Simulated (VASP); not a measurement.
Ti3Al, 4 atoms in the cell. It takes space group Fm-3m (No. 225, cubic). The conventional cell has a = 6.590 Å, b = 6.590 Å, c = 6.590 Å, α = 90.00°, β = 90.00°, γ = 90.00°. Within 3.8 Å of Ti (site symmetry m-3m) lie 8 Ti at 2.85 Å and 6 Al at 3.30 Å. Ti (site symmetry -43m) has 10 Ti at 2.85 to 3.30 Å and 4 Al at 2.85 Å within 3.8 Å. Al (site symmetry m-3m) has 14 Ti at 2.85 to 3.30 Å within 3.8 Å. 

```yaml
Program: VASP 6.6.1
Task: single point
Functional: PBE
Potentials_or_basis: VASP PAW PBE potentials, release 64 (Ti_sv, Al)
Cutoff: 500 eV
k_mesh: 7 × 7 × 7
Occupations: fermi-dirac, width 0.05 eV
Spin: no spin polarisation
Dipole_correction: no
Further_INCAR_settings: ALGO = Normal; EDIFF = 1e-06; NBANDS = 28
```

Potentials or basis: VASP PAW PBE potentials, release 64 (Ti_sv, Al).

The run is started by

```sh
$ cat potpaw_PBE.64/Ti_sv/POTCAR potpaw_PBE.64/Al/POTCAR > POTCAR
$ mpirun -np 1 vasp_std > vasp.out
```

Hardware: 1 thread of Intel(R) Xeon(R) Platinum 8259CL CPU @ 2.50GHz (Skylake/Cascade Lake) (shared host).

Task: How long does it take, and how much memory?

Result: Wall time 57 s on 1 thread of Intel(R) Xeon(R) Platinum 8259CL CPU @ 2.50GHz (Skylake/Cascade Lake) (shared host), peak memory 0.21 GiB. Counts: scf iterations 16, k points 20.
